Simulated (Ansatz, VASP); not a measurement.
Sc4Si in VASP and in Ansatz

```
Sc Si
1.0
     5.66393    0.00000    0.00000
     2.67406    5.03037    0.00000
     2.10987    1.23213    7.67938
Sc Si
8 2
Direct
  0.83654 0.32360 0.50096
  0.10228 0.09160 0.12119
  0.44785 0.95507 0.69891
  0.59483 0.58398 0.13278
  0.55215 0.04493 0.30108
  0.40517 0.41602 0.86722
  0.16346 0.67640 0.49904
  0.89772 0.90840 0.87881
  0.92392 0.42422 0.79970
  0.07608 0.57578 0.20030
```

Alike in both runs: task single point; functional PBE; k mesh 4 × 4 × 2; occupations gaussian, width 0.1 eV; no spin polarisation.

|  | VASP | Ansatz |
| --- | --- | --- |
| version | VASP 6.6.1 | Ansatz 0.2.0 |
| potentials or method | VASP PAW PBE potentials, release 64 (Sc_sv, Si), cutoff 520 eV | scalar-relativistic, plane waves, PAW |
| valence electrons in the cell | 96 | 96 |

|  | VASP | Ansatz | Ansatz less VASP |
| --- | --- | --- | --- |
| gap on the k mesh at the Fermi level (eV) | none | none | - |
| pressure (GPa) | 0.1 | 0.0 | -0.08 |
| traceless stress, the component that is largest in VASP (GPa) | -0.08 | -0.08 | +0.004 |
| rms of the force components (eV/Å) | 0.016 | 0.018 | +0.0013 |

Atom by atom the forces differ by 0.002 eV/Å (rms over components). A gap of «none» marks a metal or a gap that the smearing closes.

The k mesh is coarse, so the values compare programs but aren't converged.
